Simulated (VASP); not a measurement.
# Hf (P6_3/mmc) in VASP: further runs

Hf is run at these levels: PBE; tasks: single point.

Program: VASP 6.6.1. These are calculated values, not measurements. Logs are shortened: lines on timing, memory, paths and dates and some standing lists are left out, and cuts for length are marked.

**1. The cell of the first run**

The structure is hexagonal, space group P6_3/mmc (No. 194). The conventional cell has a = 3.205 Å, b = 3.205 Å, c = 5.068 Å, α = 90.00°, β = 90.00°, γ = 120.00°. Within 4.1 Å of Hf (site symmetry -6m2) lie 12 Hf at 3.14 to 3.20 Å.

**2. Single point, PBE**

The input, INCAR:

```
SYSTEM = Hf
PREC = Accurate ; ENCUT = 520
EDIFF = 1E-6 ; ISMEAR = 0
SIGMA = 0.1 ; LREAL = .False.
LASPH = .True. ; NELM = 80
ALGO = Fast ; ISIF = 2
LWAVE = .False. ; LCHARG = .True.
GGA = PE ; LELF = .True.
LVHAR = .True. ; NBANDS = 28
```

The input, KPOINTS:

```
Automatic mesh
0
Gamma
  14 10 8
  0 0 0
```

The input, POSCAR:

```
Hf
1.0
    1.6024045330      2.7754460654      0.0000000000
    0.0000000000      0.0000000000      5.0683690422
    4.8072135989     -2.7754460654      0.0000000000
Hf
4
Direct
    0.5000000000      0.2500000000      0.8333333333
    0.0000000000      0.2500000000      0.3333333333
    0.5000000000      0.7500000000      0.1666666667
    0.0000000000      0.7500000000      0.6666666667
```

Potentials or basis: VASP PAW PBE potentials, release 64 (Hf_pv).

Run with:

```console
$ cat potpaw_PBE.64/Hf_pv/POTCAR > POTCAR
$ mpirun -np 1 vasp_std > vasp.out
```

OUTCAR:

```text
SYSTEM = Hf
   PREC = Accurate
   ENCUT = 520
   EDIFF = 1E-6
   ISMEAR = 0
   LREAL = .False.
   LASPH = .True.
   NELM = 80
   ISIF = 2
   GGA = PE

 ion  position               nearest neighbor table
   1  0.500  0.250  0.833-   4 3.14   4 3.14   4 3.14   4 3.14   3 3.14   3 3.14   2 3.20   2 3.20
                             2 3.20   2 3.20
   2  0.000  0.250  0.333-   3 3.14   3 3.14   3 3.14   3 3.14   4 3.14   4 3.14   1 3.20   1 3.20
                             1 3.20   1 3.20
   3  0.500  0.750  0.167-   2 3.14   2 3.14   2 3.14   2 3.14   1 3.14   1 3.14   4 3.20   4 3.20
                             4 3.20   4 3.20
   4  0.000  0.750  0.667-   1 3.14   1 3.14   1 3.14   1 3.14   2 3.14   2 3.14   3 3.20   3 3.20
                             3 3.20   3 3.20

  LATTYP: Found a simple orthorhombic cell.
 ALAT       =     3.2048090660
 B/A-ratio  =     1.5814886122
 C/A-ratio  =     1.7320508076

  Lattice vectors:

 A1 = (   1.6024045330,   2.7754460654,   0.0000000000)
 A2 = (   0.0000000000,   0.0000000000,   5.0683690422)
 A3 = (   4.8072135989,  -2.7754460654,   0.0000000000)

Analysis of symmetry for initial positions (statically):
=====================================================================
 Subroutine PRICEL returns following result:

  LATTYP: Found a hexagonal cell.
 ALAT       =     3.2048090660
 C/A-ratio  =     1.5814886122

  Lattice vectors:

 A1 = (   3.2048090660,   0.0000000000,   0.0000000000)
 A2 = (  -1.6024045329,   2.7754460654,   0.0000000000)
 A3 = (   0.0000000000,   0.0000000000,   5.0683690422)

   2 primitive cells build up your supercell.

 Routine SETGRP: Setting up the symmetry group for a
 simple orthorhombic supercell.

 Subroutine GETGRP returns: Found  8 space group operations
 (whereof  4 operations were pure point group operations)
 out of a pool of  8 trial point group operations.

The static configuration has the point symmetry C_2h.
 The point group associated with its full space group is D_2h.

Analysis of symmetry for dynamics (positions and initial velocities):
=====================================================================
 Subroutine PRICEL returns following result:

  LATTYP: Found a hexagonal cell.
 ALAT       =     3.2048090660
 C/A-ratio  =     1.5814886122

  Lattice vectors:

 A1 = (   3.2048090660,   0.0000000000,   0.0000000000)
 A2 = (  -1.6024045329,   2.7754460654,   0.0000000000)
 A3 = (   0.0000000000,   0.0000000000,   5.0683690422)

   2 primitive cells build up your supercell.

 Routine SETGRP: Setting up the symmetry group for a
 simple orthorhombic supercell.

 Subroutine GETGRP returns: Found  8 space group operations
 (whereof  4 operations were pure point group operations)
 out of a pool of  8 trial point group operations.

The dynamic configuration has the point symmetry C_2h.
 The point group associated with its full space group is D_2h.

 Subroutine INISYM returns: Found  8 space group operations
 (whereof  4 operations are pure point group operations),
 and found     2 'primitive' translations

----------------------------------------------------------------------------------------

                                     Primitive cell

  volume of cell :      45.0820

  direct lattice vectors                    reciprocal lattice vectors
     3.204809066  0.000000000  0.000000000     0.312031069  0.180151222  0.000000000
    -1.602404533  2.775446065  0.000000000     0.000000000  0.360302444  0.000000000
     0.000000000  0.000000000  5.068369042     0.000000000  0.000000000  0.197302128

  length of vectors
     3.204809066  3.204809066  5.068369042     0.360302444  0.360302444  0.197302128

  position of ions in fractional coordinates (direct lattice)
     0.333333333  0.666666667  0.250000000
     0.666666667  0.333333333  0.750000000

  ion indices of the primitive-cell ions
   primitive index   ion index
                 1           1
                 2           3

----------------------------------------------------------------------------------------

 KPOINTS: Automatic mesh

Automatic generation of k-mesh.
 Grid dimensions read from file:
 generate k-points for:   14   10    8

 Generating k-lattice:

  Cartesian coordinates                     Fractional coordinates (reciprocal lattice)
     0.011143967  0.019301917  0.000000000     0.071428571  0.000000000 -0.000000000
     0.000000000  0.000000000  0.019730213     0.000000000  0.100000000  0.000000000
     0.019501942 -0.011259451  0.000000000     0.000000000  0.000000000  0.125000000

  Length of vectors
     0.022287934  0.019730213  0.022518903

  Shift w.r.t. Gamma in fractional coordinates (k-lattice)
     0.000000000  0.000000000  0.000000000

 Subroutine IBZKPT returns following result:
 ===========================================

 Found    240 irreducible k-points:

 Following reciprocal coordinates:
            Coordinates               Weight
  0.000000  0.000000  0.000000      1.000000
  0.071429  0.000000  0.000000      2.000000
  0.142857  0.000000  0.000000      2.000000
  0.214286  0.000000  0.000000      2.000000
  0.285714  0.000000  0.000000      2.000000
  0.357143  0.000000  0.000000      2.000000
[... 16 lines left out ...]
  0.428571  0.200000  0.000000      4.000000
  0.500000  0.200000  0.000000      2.000000
 [... further k-points ...]
   k-points           NKPTS =    240   k-points in BZ     NKDIM =    240   number of bands    NBANDS=     28
   number of dos      NEDOS =    301   number of ions     NIONS =      4
   total plane-waves  NPLWV =  40320
   dimension x,y,z NGX =    24 NGY =   40 NGZ =   42
   dimension x,y,z NGXF=    48 NGYF=   80 NGZF=   84
   ions per type =               4
   NGX,Y,Z   is equivalent  to a cutoff of  12.45, 13.12, 12.58 a.u.
   NGXF,Y,Z  is equivalent  to a cutoff of  24.90, 26.24, 25.16 a.u.
 SYSTEM =  Hf
   PREC   = accura    normal or accurate (medium, high low for compatibility)
   ISTART =      0    job   : 0-new  1-cont  2-samecut
   ICHARG =      2    charge: 1-file 2-atom 10-const
   ISPIN  =      1    spin polarized calculation?
   LNONCOLLINEAR =      F non collinear calculations
   LSORBIT =      F    spin-orbit coupling
   LASPH  =      T    aspherical Exc in radial PAW
   ENCUT  =  520.0 eV  38.22 Ry    6.18 a.u.   5.96  9.42 10.32*2*pi/ulx,y,z
   NELM   =     80;   NELMIN=  2; NELMDL= -5     # of ELM steps
   EDIFF  = 0.1E-05   stopping-criterion for ELM
   LREAL  =      F    real-space projection
   EDIFFG = 0.1E-04   stopping-criterion for IOM
   NSW    =      0    number of steps for IOM
   IBRION =     -1    ionic relax: 0-MD 1-quasi-New 2-CG
   NFREE  =      0    steps in history (QN), initial steepest desc. (CG)
   ISIF   =      2    stress and relaxation
   ISYM   =      2    0-nonsym 1-usesym 2-fastsym
   POTIM  = 0.5000    time-step for ionic-motion
   TEBEG  =    0.0;   TEEND  =   0.0 temperature during run
   PSTRESS=    0.0 pullay stress
   NELECT =      40.0000    total number of electrons
   NUPDOWN=      -1.0000    fix difference up-down
   EMIN   =  10.00;   EMAX   =-10.00  energy-range for DOS
   EFERMI =   0.00;   METHOD = LEGACY
   ISMEAR =     0;   SIGMA  =   0.10  broadening in eV -4-tet -1-fermi 0-gaus
   EFERMI_NEDOS =   21; number of points for ismear=-14 and -15
   IALGO  =     68    algorithm
   IMIX   =      4    mixing-type and parameters
     AMIX     =   0.40;   BMIX     =  1.00
     AMIX_MAG =   1.60;   BMIX_MAG =  1.00
  volume/ion in A,a.u.               =      22.54       152.11
  Fermi-wavevector in a.u.,A,eV,Ry     =   1.248582  2.359478 21.210901  1.558957
  Thomas-Fermi vector in A             =   2.382662
   LORBIT       =      0    0 simple, 1 ext, 2 COOP (PROOUT), +10 PAW based schemes
   GGA     = PE    functional components
   LHFCALC =     F    Hartree Fock is set to
   AEXX    =    0.0000 exact exchange contribution
   IVDW    =     0    specifies the selected vdW correction
   LEPSILON=     F    determine dielectric tensor
   LRPA    =     F    only Hartree local field effects (RPA)
 non-spin polarized calculation
 RMM-DIIS sequential band-by-band and
 Gauss-broadening in eV      SIGMA  =   0.10
  energy-cutoff  :      520.00
  volume of cell :       90.16
 maximum number of plane-waves:      2460
 NGX is ok and might be reduce to    24

 number of electron      39.9999994 magnetization

 Free energy of the ion-electron system (eV)
  ---------------------------------------------------
  ext. energy  EPLUGINS =         0.00000000
  ---------------------------------------------------
  free energy    TOTEN  =       -39.70815888 eV

  energy without entropy =      -39.69454580  energy(sigma->0) =      -39.70135234

 E-fermi :   4.8705     XC(G=0): -11.2489

 val. band max:        4.8698969259   @ k =   0.2143   0.3000   0.0000
 cond. band min:       4.8728908353   @ k =   0.3571   0.3000   0.0000
 fundamental gap:      0.0029939094
 Fermi energy:         4.8704710924

 k-point     1 :       0.0000    0.0000    0.0000
  band No.  band energies     occupation
      1     -26.2167      2.00000
      2     -26.0424      2.00000
      3     -25.8999      2.00000
      4     -25.8599      2.00000
      5     -25.6604      2.00000
      6     -25.5861      2.00000
[... 20 lines left out ...]
     27       6.8590      0.00000
     28       7.4842      0.00000

 k-point     2 :       0.0714    0.0000    0.0000
  band No.  band energies     occupation
      1     -26.2070      2.00000
      2     -26.0345      2.00000
      3     -25.8924      2.00000
      4     -25.8523      2.00000
      5     -25.6753      2.00000
      6     -25.5920      2.00000
[... 20 lines left out ...]
     27       6.9635      0.00000
     28       7.3195      0.00000

 k-point     3 :       0.1429    0.0000    0.0000
  band No.  band energies     occupation
      1     -26.1787      2.00000
      2     -26.0120      2.00000
      3     -25.8711      2.00000
      4     -25.8299      2.00000
      5     -25.7156      2.00000
      6     -25.6097      2.00000
[... 616 lines left out ...]
      3     -25.9545      2.00000
      4     -25.8990      2.00000
      5     -25.8221      2.00000
      6     -25.7396      2.00000
[... 20 lines left out ...]
     27       8.3918      0.00000
     28       9.2271      0.00000

 k-point    24 :       0.5000    0.2000    0.0000
  band No.  band energies     occupation
      1     -25.9850      2.00000
      2     -25.9850      2.00000
      3     -25.9448      2.00000
      4     -25.9448      2.00000
      5     -25.7502      2.00000
      6     -25.7502      2.00000
[... 20 lines left out ...]
     27       8.8483      0.00000
     28       8.8484      0.00000

 [... further k-points ...]
[... 5 lines left out ...]
  --------------------------------------------------------------------------------------
  -------------------------------------------------------------------------------------
  Total       -0.2488819     -0.2367808     -0.3382809      0.0104799     -0.0000000      0.0000000
  in kB       -4.4225302     -4.2074982     -6.0111126      0.1862232     -0.0000000      0.0000000
  external PRESSURE =      -4.8803803 kB  Pullay stress =       0.0000000 kB

 VOLUME and BASIS-vectors are now :
 -----------------------------------------------------------------------------
  energy-cutoff  :      520.00
  volume of cell :       90.16
      direct lattice vectors                 reciprocal lattice vectors
     1.602404533  2.775446065  0.000000000     0.156015535  0.270226833  0.000000000
     0.000000000  0.000000000  5.068369042     0.000000000  0.000000000  0.197302128
     4.807213599 -2.775446065  0.000000000     0.156015535 -0.090075611  0.000000000

 POSITION                                       TOTAL-FORCE (eV/Angst)
 -----------------------------------------------------------------------------------
      4.80721     -0.92515      1.26709         0.000907     -0.000524     -0.000000
      1.60240     -0.92515      1.26709         0.000907     -0.000524      0.000000
      1.60240      0.92515      3.80128        -0.000907      0.000524      0.000000
      3.20481     -1.85030      3.80128        -0.000907      0.000524      0.000000
 -----------------------------------------------------------------------------------
    total drift:                                0.000000      0.000000     -0.000000

  FREE ENERGIE OF THE ION-ELECTRON SYSTEM (eV)
  ---------------------------------------------------
  free  energy   TOTEN  =       -39.7081588812 eV

  energy  without entropy=      -39.6945458022  energy(sigma->0) =      -39.70135234
```

Run time: 13 min. Hardware: 1 thread of Intel Xeon 8259CL, shared host; peak memory 0.53 GiB.

What came out:

* Free energy: -39.7082 eV
* Pressure: -0.5 GPa
* Band gap on the k mesh: zero (band 20 reaches 5.89 eV, above the bottom of band 21 at 4.48 eV)

Stress tensor (GPa, compression positive):
```
-0.44  0.02  0.00
 0.02 -0.42  0.00
 0.00  0.00 -0.60
```

Caveat: spin-orbit coupling is left out, which moves the levels of the heavy elements.

**3. Single point, PBE**

This run uses another cell than the first one: it holds 2 atoms, not 4.

The input, INCAR:

```
SYSTEM = Hf
  PREC = Accurate
  ENCUT = 520
  EDIFF = 1E-7
  ISMEAR = 0
  SIGMA = 0.1
  LREAL = .False.
  LASPH = .True.
  NELM = 60
  ALGO = Normal
  ISIF = 2
  LWAVE = .False.
  LCHARG = .True.
  GGA = PE
  LELF = .True.
  LVHAR = .True.
  NBANDS = 17
```

The input, KPOINTS:

```
Automatic mesh
0
Gamma
  18 18 8
  0 0 0
```

The input, POSCAR:

```
Hf
1.0
    3.2048090650      0.0000000000      0.0000000000
   -1.6024045325      2.7754460646      0.0000000000
    0.0000000000      0.0000000000      5.0683690412
Hf
2
Direct
    0.3333333333      0.6666666667      0.2500000000
    0.6666666667      0.3333333333      0.7500000000
```

Potentials or basis: VASP PAW PBE potentials, release 64 (Hf_pv).

Run with:

```console
$ cat potpaw_PBE.64/Hf_pv/POTCAR > POTCAR
$ mpirun -np 1 vasp_std > vasp.out
```

Wall time 40 s (1 thread of Intel Xeon 6975P-C (Granite Rapids), shared host); peak memory 0.24 GiB.

The run converged. Its results:

```yaml
Free_energy: -19.8540 eV
Pressure: -0.5 GPa
Band_gap_on_the_k_mesh: zero (band 10 reaches 6.04 eV, above the bottom of band 11 at 4.45 eV)
```

Stress tensor (GPa, compression positive):
```
-0.45  0.00  0.00
 0.00 -0.45  0.00
 0.00  0.00 -0.53
```

Levels at points of the mesh, in eV from the Fermi level:
```tsv
k point	band 8	band 9	band 10	band 11	band 12	band 13
(0.00, 0.00, 0.00)	-3.70	0.61	1.17	1.17	1.45	1.98
(0.50, 0.00, 0.00)	-2.73	-2.21	-0.83	0.78	0.85	1.66
(0.00, 0.00, 0.50)	-5.40	0.14	0.14	1.06	1.06	1.06
(0.50, 0.00, 0.50)	-3.39	-0.98	-0.98	1.14	1.14	2.62
```

Caveat: spin-orbit coupling is left out, which moves the levels of the heavy elements.
